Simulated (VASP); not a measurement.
# LiH (Fm-3m) in VASP: further runs

LiH is run at these levels: r2SCAN; tasks: single point, relaxation of cell and atoms.

All numbers are computed with VASP 6.6.1; they aren't measurements. Logs are shortened: lines on timing, memory, paths and dates and some standing lists are left out, and cuts for length are marked.

**1. The cell of the first run**

It takes space group Fm-3m (No. 225, cubic). The conventional cell has a = 3.938 Å, b = 3.938 Å, c = 3.938 Å, α = 90.00°, β = 90.00°, γ = 90.00°. Li (site symmetry m-3m) has 6 H at 1.97 Å within 2.6 Å. H (site symmetry m-3m) has 6 Li at 1.97 Å within 2.6 Å.

**2. Single point, r2SCAN**

POSCAR reads:

```
LiH
1.0
    1.9687953331      1.9687953331      0.0000000000
   -1.9687953331      1.9687953331      0.0000000000
    0.0000000000      1.9687953331      1.9687953331
Li H
1 1
Direct
    0.0000000000      0.0000000000      0.0000000000
    0.5000000000      0.5000000000      0.0000000000
```

INCAR.step1 reads:

```
SYSTEM = LiH
PREC = Accurate
ENCUT = 520
ISMEAR = 0
SIGMA = 0.01
LREAL = .FALSE.
LASPH = .TRUE.
NELM = 60
NBANDS = 9
GGA = PE
ALGO = Normal
EDIFF = 1E-4
LWAVE = .TRUE.
LCHARG = .FALSE.
```

INCAR.step2 reads:

```
SYSTEM = LiH
PREC = Accurate
ENCUT = 520
EDIFF = 1E-7
ISMEAR = 0
SIGMA = 0.01
LREAL = .FALSE.
LASPH = .TRUE.
NELM = 60
ALGO = Normal
ISIF = 2
LWAVE = .FALSE.
LCHARG = .FALSE.
METAGGA = R2SCAN
LMIXTAU = .TRUE.
NBANDS = 9
ISTART = 1
```

KPOINTS reads:

```
Automatic mesh
0
G
  10 10 10
  0 0 0
```

Potentials or basis: VASP PAW PBE potentials, release 64 (Li_sv, H).

Launch:

```bash
$ cat potpaw_PBE.64/Li_sv/POTCAR potpaw_PBE.64/H/POTCAR > POTCAR
$ cp INCAR.step1 INCAR
$ mpirun -np 1 vasp_std > vasp.out
$ cp INCAR.step2 INCAR
$ mpirun -np 1 vasp_std > vasp.out
```

OUTCAR:

```text
SYSTEM = LiH
   PREC = Accurate
   ENCUT = 520
   EDIFF = 1E-7
   ISMEAR = 0
   LREAL = .FALSE.
   LASPH = .TRUE.
   NELM = 60
   ISIF = 2
   METAGGA = R2SCAN
   ISTART = 1

 ion  position               nearest neighbor table
   1  0.000  0.000  0.000-
   2  0.500  0.500  0.000-

  LATTYP: Found a face centered cubic cell.
 ALAT       =     3.9375906662

  Lattice vectors:

 A1 = (   0.0000000000,   1.9687953331,   1.9687953331)
 A2 = (   1.9687953331,   0.0000000000,   1.9687953331)
 A3 = (   1.9687953331,   1.9687953331,   0.0000000000)

Analysis of symmetry for initial positions (statically):
=====================================================================
 Subroutine PRICEL returns:
 Original cell was already a primitive cell.

 Routine SETGRP: Setting up the symmetry group for a
 face centered cubic supercell.

 Subroutine GETGRP returns: Found 48 space group operations
 (whereof 48 operations were pure point group operations)
 out of a pool of 48 trial point group operations.

The static configuration has the point symmetry O_h .

Analysis of symmetry for dynamics (positions and initial velocities):
=====================================================================
 Subroutine PRICEL returns:
 Original cell was already a primitive cell.

 Routine SETGRP: Setting up the symmetry group for a
 face centered cubic supercell.

 Subroutine GETGRP returns: Found 48 space group operations
 (whereof 48 operations were pure point group operations)
 out of a pool of 48 trial point group operations.

The dynamic configuration has the point symmetry O_h .

 Subroutine INISYM returns: Found 48 space group operations
 (whereof 48 operations are pure point group operations),
 and found     1 'primitive' translations

----------------------------------------------------------------------------------------

                                     Primitive cell

  volume of cell :      15.2627

  direct lattice vectors                    reciprocal lattice vectors
     1.968795333  1.968795333  0.000000000     0.253962406  0.253962406 -0.253962406
    -1.968795333  1.968795333  0.000000000    -0.253962406  0.253962406 -0.253962406
     0.000000000  1.968795333  1.968795333     0.000000000  0.000000000  0.507924812

  length of vectors
     2.784297062  2.784297062  2.784297062     0.439875791  0.439875791  0.507924812

  position of ions in fractional coordinates (direct lattice)
     0.000000000  0.000000000  0.000000000
     0.500000000  0.500000000  0.000000000

  ion indices of the primitive-cell ions
   primitive index   ion index
                 1           1
                 2           2

----------------------------------------------------------------------------------------

 KPOINTS: Automatic mesh

Automatic generation of k-mesh.
 Grid dimensions read from file:
 generate k-points for:   10   10   10

 Generating k-lattice:

  Cartesian coordinates                     Fractional coordinates (reciprocal lattice)
     0.025396241  0.025396241 -0.025396241     0.100000000  0.000000000  0.000000000
    -0.025396241  0.025396241 -0.025396241     0.000000000  0.100000000  0.000000000
     0.000000000  0.000000000  0.050792481     0.000000000  0.000000000  0.100000000

  Length of vectors
     0.043987579  0.043987579  0.050792481

  Shift w.r.t. Gamma in fractional coordinates (k-lattice)
     0.000000000  0.000000000  0.000000000

 Subroutine IBZKPT returns following result:
 ===========================================

 Found     47 irreducible k-points:

 Following reciprocal coordinates:
            Coordinates               Weight
  0.000000  0.000000  0.000000      1.000000
  0.100000  0.000000  0.000000      8.000000
  0.200000  0.000000  0.000000      8.000000
  0.300000  0.000000  0.000000      8.000000
  0.400000  0.000000  0.000000      8.000000
  0.500000  0.000000  0.000000      4.000000
[... 16 lines left out ...]
  0.300000  0.300000  0.000000     12.000000
  0.400000  0.300000  0.000000     24.000000
 [... further k-points ...]
   k-points           NKPTS =     47   k-points in BZ     NKDIM =     47   number of bands    NBANDS=      9
   number of dos      NEDOS =    301   number of ions     NIONS =      2
   total plane-waves  NPLWV =  13824
   dimension x,y,z NGX =    24 NGY =   24 NGZ =   24
   dimension x,y,z NGXF=    48 NGYF=   48 NGZF=   48
   ions per type =               1   1
   NGX,Y,Z   is equivalent  to a cutoff of  14.33, 14.33, 14.33 a.u.
   NGXF,Y,Z  is equivalent  to a cutoff of  28.66, 28.66, 28.66 a.u.
 SYSTEM =  LiH
   PREC   = accura    normal or accurate (medium, high low for compatibility)
   ISTART =      1    job   : 0-new  1-cont  2-samecut
   ICHARG =      0    charge: 1-file 2-atom 10-const
   ISPIN  =      1    spin polarized calculation?
   LNONCOLLINEAR =      F non collinear calculations
   LSORBIT =      F    spin-orbit coupling
   LASPH  =      T    aspherical Exc in radial PAW
   ENCUT  =  520.0 eV  38.22 Ry    6.18 a.u.   5.18  5.18  5.18*2*pi/ulx,y,z
   NELM   =     60;   NELMIN=  2; NELMDL=  0     # of ELM steps
   EDIFF  = 0.1E-06   stopping-criterion for ELM
   LREAL  =      F    real-space projection
   EDIFFG = 0.1E-05   stopping-criterion for IOM
   NSW    =      0    number of steps for IOM
   IBRION =     -1    ionic relax: 0-MD 1-quasi-New 2-CG
   NFREE  =      0    steps in history (QN), initial steepest desc. (CG)
   ISIF   =      2    stress and relaxation
   ISYM   =      2    0-nonsym 1-usesym 2-fastsym
   POTIM  = 0.5000    time-step for ionic-motion
   TEBEG  =    0.0;   TEEND  =   0.0 temperature during run
   PSTRESS=    0.0 pullay stress
   NELECT =       4.0000    total number of electrons
   NUPDOWN=      -1.0000    fix difference up-down
   EMIN   =  10.00;   EMAX   =-10.00  energy-range for DOS
   EFERMI =   0.00;   METHOD = LEGACY
   ISMEAR =     0;   SIGMA  =   0.01  broadening in eV -4-tet -1-fermi 0-gaus
   EFERMI_NEDOS =   21; number of points for ismear=-14 and -15
   IALGO  =     38    algorithm
   IMIX   =      4    mixing-type and parameters
     AMIX     =   0.40;   BMIX     =  1.00
     AMIX_MAG =   1.60;   BMIX_MAG =  1.00
  volume/ion in A,a.u.               =       7.63        51.50
  Fermi-wavevector in a.u.,A,eV,Ry     =   1.047653  1.979778 14.933448  1.097577
  Thomas-Fermi vector in A             =   2.182542
   LORBIT       =      0    0 simple, 1 ext, 2 COOP (PROOUT), +10 PAW based schemes
   METAGGA = R2SCAN    functional components
   LHFCALC =     F    Hartree Fock is set to
   AEXX    =    0.0000 exact exchange contribution
   IVDW    =     0    specifies the selected vdW correction
   LEPSILON=     F    determine dielectric tensor
   LRPA    =     F    only Hartree local field effects (RPA)
 non-spin polarized calculation
 Gauss-broadening in eV      SIGMA  =   0.01
  energy-cutoff  :      520.00
  volume of cell :       15.26
 maximum number of plane-waves:       424
 NGX is ok and might be reduce to    24
   NGX = 11   NGY = 11   NGZ = 11

 number of electron       4.0000000 magnetization

 Free energy of the ion-electron system (eV)
  ---------------------------------------------------
  ext. energy  EPLUGINS =         0.00000000
  ---------------------------------------------------
  free energy    TOTEN  =        -6.81315270 eV

  energy without entropy =       -6.81315270  energy(sigma->0) =       -6.81315270

 E-fermi :   0.3427     XC(G=0):  -9.0141

 val. band max:        0.0644375130   @ k =   0.5000   0.5000   0.0000
 cond. band min:       3.6116547240   @ k =   0.5000   0.5000   0.0000
 fundamental gap:      3.5472172109
 Fermi energy:         0.3426820878

 k-point     1 :       0.0000    0.0000    0.0000
  band No.  band energies     occupation
      1     -45.6119      2.00000
      2      -5.5930      2.00000
      3      18.4301      0.00000
      4      20.0462      0.00000
      5      20.0467      0.00000
      6      20.0472      0.00000
      7      24.5655      0.00000
      8      24.5657      0.00000
      9      24.5660      0.00000

 k-point     2 :       0.1000    0.0000    0.0000
  band No.  band energies     occupation
      1     -45.6066      2.00000
      2      -5.4098      2.00000
      3      16.4917      0.00000
      4      19.0719      0.00000
      5      19.5724      0.00000
      6      19.5730      0.00000
      7      24.3441      0.00000
      8      25.5908      0.00000
      9      25.5910      0.00000

 k-point     3 :       0.2000    0.0000    0.0000
  band No.  band energies     occupation
      1     -45.5929      2.00000
      2      -4.8739      2.00000
      3      12.7793      0.00000
      4      17.7045      0.00000
      5      18.8590      0.00000
      6      18.8595      0.00000
      7      25.3942      0.00000
      8      25.3944      0.00000
      9      25.4507      0.00000

 k-point     4 :       0.3000    0.0000    0.0000
  band No.  band energies     occupation
      1     -45.5760      2.00000
      2      -4.0557      2.00000
      3       9.3630      0.00000
      4      16.5301      0.00000
      5      18.4810      0.00000
      6      18.4814      0.00000
      7      23.0028      0.00000
      8      23.0030      0.00000
      9      27.2331      0.00000
[... 205 lines left out ...]
 k-point    22 :      -0.2000    0.2000    0.0000
  band No.  band energies     occupation
      1     -45.5869      2.00000
      2      -4.5816      2.00000
      3      13.7063      0.00000
      4      15.5679      0.00000
      5      15.5687      0.00000
      6      19.0431      0.00000
      7      20.8082      0.00000
      8      27.5167      0.00000
      9      31.5812      0.00000

 k-point    23 :       0.3000    0.3000    0.0000
  band No.  band energies     occupation
      1     -45.5482      2.00000
      2      -1.7173      2.00000
      3       6.7768      0.00000
      4       8.5490      0.00000
      5      15.2691      0.00000
      6      18.1186      0.00000
      7      27.5100      0.00000
      8      28.7999      0.00000
      9      30.4278      0.00000

 k-point    24 :       0.4000    0.3000    0.0000
  band No.  band energies     occupation
      1     -45.5440      2.00000
      2      -1.0188      2.00000
      3       5.5227      0.00000
      4       8.7065      0.00000
      5      13.9785      0.00000
      6      18.4032      0.00000
      7      25.4401      0.00000
      8      29.3865      0.00000
      9      32.9226      0.00000

 [... further k-points ...]
[... 5 lines left out ...]
  --------------------------------------------------------------------------------------
  -------------------------------------------------------------------------------------
  Total        0.1631466      0.1631466      0.1631466      0.0000000      0.0000000     -0.0000000
  in kB       17.1260400     17.1260400     17.1260400      0.0000000      0.0000000     -0.0000000
  external PRESSURE =      17.1260400 kB  Pullay stress =       0.0000000 kB

 VOLUME and BASIS-vectors are now :
 -----------------------------------------------------------------------------
  energy-cutoff  :      520.00
  volume of cell :       15.26
      direct lattice vectors                 reciprocal lattice vectors
     1.968795333  1.968795333  0.000000000     0.253962406  0.253962406 -0.253962406
    -1.968795333  1.968795333  0.000000000    -0.253962406  0.253962406 -0.253962406
     0.000000000  1.968795333  1.968795333     0.000000000  0.000000000  0.507924812

 POSITION                                       TOTAL-FORCE (eV/Angst)
 -----------------------------------------------------------------------------------
      0.00000      0.00000      0.00000         0.000000     -0.000000      0.000000
      0.00000      1.96880      0.00000        -0.000000      0.000000      0.000000
 -----------------------------------------------------------------------------------
    total drift:                                0.000000     -0.000000     -0.000000

  FREE ENERGIE OF THE ION-ELECTRON SYSTEM (eV)
  ---------------------------------------------------
  free  energy   TOTEN  =        -6.8131527030 eV

  energy  without entropy=       -6.8131527030  energy(sigma->0) =       -6.81315270
```

Wall time 1.9 min (1 thread of AMD EPYC 7R13, shared host); peak memory 0.11 GiB.

Results:

```yaml
Free_energy: -6.8132 eV
Band_gap_on_the_k_mesh: 3.55 eV, direct
```

Caveat: the cutoff is under 1.25 times the usual one of these potentials, so pressure, stress and relaxed cells hold a basis-set (Pulay) error; the PAW data sets were made with another functional, which shifts forces and pressure a little. r2SCAN opens gaps a little over a GGA but as a rule still falls short of measured ones.

**3. Single point, r2SCAN**

This run uses another cell than the first one, of 8.03 Å³/atom, 1.052 times its volume.

POSCAR reads:

```
LiH
1.0
    2.0023268344      2.0023268344      0.0000000000
   -2.0023268344      2.0023268344      0.0000000000
    0.0000000000      2.0023268344      2.0023268344
Li H
1 1
Direct
    0.0000000000      0.0000000000      0.0000000000
    0.5000000000      0.5000000000      0.0000000000
```

INCAR.step1 reads:

```
ALGO     = Normal         # electronic algorithm
EDIFF    = 1E-4           # SCF threshold, eV
ENCUT    = 520            # plane-wave cutoff, eV
GGA      = PE             # functional
ISMEAR   = 0              # smearing method
LASPH    = T              # aspherical terms in the spheres
LCHARG   = F              # write CHGCAR
LREAL    = F              # projectors in reciprocal space
LWAVE    = T              # write WAVECAR
NBANDS   = 9              # bands
NELM     = 80             # most SCF steps
PREC     = Accurate       # precision mode
SIGMA    = 0.01           # smearing width, eV
```

INCAR.step2 reads:

```
ALGO     = Normal         # electronic algorithm
EDIFF    = 1E-6           # SCF threshold, eV
ENCUT    = 520            # plane-wave cutoff, eV
ISIF     = 2              # what is computed and relaxed
ISMEAR   = 0              # smearing method
ISTART   = 1            
LASPH    = T              # aspherical terms in the spheres
LCHARG   = T              # write CHGCAR
LELF     = T              # ELF
LMIXTAU  = T            
LREAL    = F              # projectors in reciprocal space
LVHAR    = T            
LWAVE    = F              # write WAVECAR
METAGGA  = R2SCAN         # meta-GGA
NBANDS   = 9              # bands
NELM     = 80             # most SCF steps
PREC     = Accurate       # precision mode
SIGMA    = 0.01           # smearing width, eV
```

KPOINTS reads:

```
k-points
0
Gamma
  10 10 10
```

Potentials or basis: VASP PAW PBE potentials, release 64 (Li_sv, H).

Launch:

```bash
$ cat potpaw_PBE.64/Li_sv/POTCAR potpaw_PBE.64/H/POTCAR > POTCAR
$ cp INCAR.step1 INCAR
$ mpirun -np 1 vasp_std > vasp.out
$ cp INCAR.step2 INCAR
$ mpirun -np 1 vasp_std > vasp.out
```

Wall time 71 s (1 thread of AMD EPYC 7R13, shared host); peak memory 0.11 GiB.

Results (log left out):

* Free energy: -6.8176 eV
* Band gap on the k mesh: 3.58 eV, direct

Levels at points of the mesh, in eV from the valence-band top:
| k point | band 1 | band 2 | band 3 | band 4 | band 5 |
| --- | --- | --- | --- | --- | --- |
| (0.00, 0.00, 0.00) | -45.74 | -5.46 | 17.68 | 19.44 | 19.44 |
| (0.50, 0.00, 0.00) | -45.69 | -2.65 | 5.68 | 14.96 | 18.19 |
| (0.50, 0.50, 0.00) | -45.68 | 0.00 | 3.58 | 11.76 | 11.76 |

Caveat: the cutoff is under 1.25 times the usual one of these potentials, so pressure, stress and relaxed cells hold a basis-set (Pulay) error; the PAW data sets were made with another functional, which shifts forces and pressure a little. A k mesh can miss the band edges.

**4. Single point, r2SCAN**

This run uses another cell than the first one, of 8.54 Å³/atom, 1.119 times its volume.

POSCAR reads:

```
LiH
1.0
    2.0439630475      2.0439630475      0.0000000000
   -2.0439630475      2.0439630475      0.0000000000
    0.0000000000      2.0439630475      2.0439630475
Li H
1 1
Direct
    0.0000000000      0.0000000000      0.0000000000
    0.5000000000      0.5000000000      0.0000000000
```

INCAR.step1 reads:

```
SYSTEM = LiH
PREC = Accurate ; ENCUT = 520
ISMEAR = 0 ; SIGMA = 0.01
LREAL = .FALSE. ; LASPH = .TRUE.
NELM = 80 ; NBANDS = 9
GGA = PE ; ALGO = Normal
EDIFF = 1E-4 ; LWAVE = .TRUE.
LCHARG = .FALSE.
```

INCAR.step2 reads:

```
SYSTEM = LiH
PREC = Accurate ; ENCUT = 520
EDIFF = 1E-6 ; ISMEAR = 0
SIGMA = 0.01 ; LREAL = .FALSE.
LASPH = .TRUE. ; NELM = 80
ALGO = Normal ; ISIF = 2
LWAVE = .FALSE. ; LCHARG = .FALSE.
METAGGA = R2SCAN ; LMIXTAU = .TRUE.
NBANDS = 9 ; ISTART = 1
```

KPOINTS reads:

```
Automatic mesh
0
G
  10 10 10
  0 0 0
```

Launch:

```bash
$ cat potpaw_PBE.64/Li_sv/POTCAR potpaw_PBE.64/H/POTCAR > POTCAR
$ cp INCAR.step1 INCAR
$ mpirun -np 1 vasp_std > vasp.out
$ cp INCAR.step2 INCAR
$ mpirun -np 1 vasp_std > vasp.out
```

It took 79 s on 1 thread of AMD EPYC 7R13, shared host; peak memory 0.11 GiB.

Results (log left out):

| Quantity | Value |
| --- | --- |
| Free energy | -6.8108 eV |
| Band gap on the k mesh | 3.61 eV, direct |

Levels at points of the mesh, in eV from the valence-band top:
```
           k point  band 1  band 2  band 3  band 4  band 5
(0.00, 0.00, 0.00)  -45.80   -5.22   16.84   18.76   18.76
(0.50, 0.00, 0.00)  -45.76   -2.47    5.52   14.41   17.58
(0.50, 0.50, 0.00)  -45.75    0.00    3.61   11.44   11.44
```

Caveat: the cutoff is under 1.25 times the usual one of these potentials, so pressure, stress and relaxed cells hold a basis-set (Pulay) error; the PAW data sets were made with another functional, which shifts forces and pressure a little. A k mesh can miss the band edges.

**5. Single point, r2SCAN**

This run uses another cell than the first one, of 8.03 Å³/atom, 1.052 times its volume.

POSCAR reads:

```
LiH
1.0
    2.0023268344      2.0023268344      0.0000000000
   -2.0023268344      2.0023268344      0.0000000000
    0.0000000000      2.0023268344      2.0023268344
Li H
1 1
Direct
    0.0000000000      0.0000000000      0.0000000000
    0.5000000000      0.5000000000      0.0000000000
```

INCAR.step1 reads:

```
SYSTEM = LiH
PREC = Accurate
ENCUT = 520
ISMEAR = -1
SIGMA = 0.05
LREAL = .False.
LASPH = .True.
NELM = 60
NBANDS = 9
GGA = PE
ALGO = Normal
EDIFF = 1E-4
LWAVE = .True.
LCHARG = .False.
```

INCAR.step2 reads:

```
SYSTEM = LiH
PREC = Accurate
ENCUT = 520
EDIFF = 1E-6
ISMEAR = -1
SIGMA = 0.05
LREAL = .False.
LASPH = .True.
NELM = 60
ALGO = Normal
ISIF = 2
LWAVE = .False.
LCHARG = .True.
METAGGA = R2SCAN
LMIXTAU = .True.
LELF = .True.
LVHAR = .True.
NBANDS = 9
ISTART = 1
```

KPOINTS reads:

```
regular mesh
0
Gamma
  14 14 14
  0 0 0
```

Launch:

```bash
$ cat potpaw_PBE.64/Li_sv/POTCAR potpaw_PBE.64/H/POTCAR > POTCAR
$ cp INCAR.step1 INCAR
$ mpirun -np 1 vasp_std > vasp.out
$ cp INCAR.step2 INCAR
$ mpirun -np 1 vasp_std > vasp.out
```

It took 2.5 min on 1 thread of AMD EPYC 7R13, shared host; peak memory 0.11 GiB.

Results (log left out):

- Free energy: -6.8176 eV
- Band gap on the k mesh: 3.58 eV, direct

Levels at points of the mesh, in eV from the valence-band top:
| k point | band 1 | band 2 | band 3 | band 4 | band 5 | band 6 | band 7 |
| --- | --- | --- | --- | --- | --- | --- | --- |
| (0.00, 0.00, 0.00) | -45.74 | -5.46 | 17.68 | 19.44 | 19.44 | 19.44 | 23.86 |
| (0.50, 0.00, 0.00) | -45.69 | -2.65 | 5.68 | 14.96 | 18.19 | 18.19 | 19.84 |
| (0.50, 0.50, 0.00) | -45.68 | 0.00 | 3.58 | 11.76 | 11.76 | 15.06 | 19.23 |

Caveat: the cutoff is under 1.25 times the usual one of these potentials, so pressure, stress and relaxed cells hold a basis-set (Pulay) error; the PAW data sets were made with another functional, which shifts forces and pressure a little. r2SCAN opens gaps a little over a GGA but as a rule still falls short of measured ones.

(Continued in part 2 of 2.)
